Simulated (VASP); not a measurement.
Input of a VASP 6.6.1 run:

The input INCAR:

```
PREC     = Accurate       # precision mode
ENCUT    = 500            # plane-wave cutoff, eV
EDIFF    = 1E-7           # SCF threshold, eV
ISMEAR   = -1             # smearing method
SIGMA    = 0.02           # smearing width, eV
LREAL    = False          # projectors in reciprocal space
LASPH    = True           # aspherical terms in the spheres
NELM     = 120            # most SCF steps
ALGO     = Normal         # electronic algorithm
ISIF     = 3              # what is computed and relaxed
LWAVE    = False          # write WAVECAR
LCHARG   = False          # write CHGCAR
GGA      = PS             # functional
IBRION   = 2              # ionic algorithm
NSW      = 80             # ionic steps
EDIFFG   = -0.005         # ionic threshold
GGA_COMPAT= False        
NELMIN   = 4
```

The input KPOINTS:

```
regular mesh
0
Gamma
  6 6 4
```

The input POSCAR:

```
CdGeAs2
1.0
    4.1464271572      0.0000000000      0.0000000000
    0.0000000000      4.1464271572      0.0000000000
    0.0000000000      0.0000000000      6.1513365469
Cd As Ge
1 2 1
Direct
    0.0000000000      0.0000000000      0.0000000000
    0.0000000000      0.5000000000      0.2656376287
    0.5000000000      0.0000000000      0.7343623713
    0.5000000000      0.5000000000      0.5000000000
```

Potentials or basis: VASP PAW PBE potentials, release 64 (Cd, As, Ge_d).

The run is started by

```console
$ cat potpaw_PBE.64/Cd/POTCAR potpaw_PBE.64/As/POTCAR potpaw_PBE.64/Ge_d/POTCAR > POTCAR
$ mpirun -np 1 vasp_std > vasp.out
```

(1) Estimate the band gap on the k mesh.

(2) Predict the relaxed volume.

(3) Estimate the space group after relaxing (to 0.1 Å).

(4) Estimate the relaxed cell.

Results:

(1) zero (bands 18 and 19 overlap by 0.33 eV).

(2) 25.24 Å³/atom.

(3) P-4m2 (No. 115).

(4) a = 4.085 Å, b = 4.085 Å, c = 6.051 Å, α = 90.00°, β = 90.00°, γ = 90.00°.

Caveat: the PAW data sets were made with another functional, which shifts forces and pressure a little.
